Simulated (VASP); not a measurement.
Input of a VASP 6.6.1 run:

Contents of POSCAR:

```
GaSb
1.0
    0.0000000000      3.0349141700      3.0349141700
    3.0349141700      0.0000000000      3.0349141700
    3.0349141700      3.0349141700      0.0000000000
Ga Sb
1 1
Direct
    0.0000000000      0.0000000000      0.0000000000
    0.2500000000      0.2500000000      0.2500000000
```

File INCAR.step1:

```
PREC = Accurate
ENCUT = 550
ISMEAR = -1
SIGMA = 0.02
LREAL = F
LASPH = T
NELM = 120
NBANDS = 21
GGA = PE
ALGO = Normal
EDIFF = 1E-5
LWAVE = T
LCHARG = F
GGA_COMPAT = F
```

File INCAR.step2:

```
PREC = Accurate
ENCUT = 550
EDIFF = 1E-6
ISMEAR = -1
SIGMA = 0.02
LREAL = F
LASPH = T
NELM = 120
ALGO = Normal
ISIF = 2
LWAVE = F
LCHARG = F
METAGGA = R2SCAN
LMIXTAU = T
NBANDS = 21
ISTART = 1
GGA_COMPAT = F
```

The input KPOINTS:

```
regular mesh
0
Gamma
  6 6 6
```

Potentials or basis: VASP PAW PBE potentials, release 64 (Ga_d, Sb_d_GW).

Command:

```bash
$ cat potpaw_PBE.64/Ga_d/POTCAR potpaw_PBE.64/Sb_d_GW/POTCAR > POTCAR
$ cp INCAR.step1 INCAR
$ mpirun -np 1 vasp_std > vasp.out
$ cp INCAR.step2 INCAR
$ mpirun -np 1 vasp_std > vasp.out
```

Q: Estimate the pressure.

A: 1.8 GPa.

Q: What does it give for the band gap on the k mesh?

A: 0.63 eV, direct.

Caveat: the PAW data sets were made with another functional, which shifts forces and pressure a little; spin-orbit coupling is left out, which moves the levels of the heavy elements. A k mesh can miss the band edges.
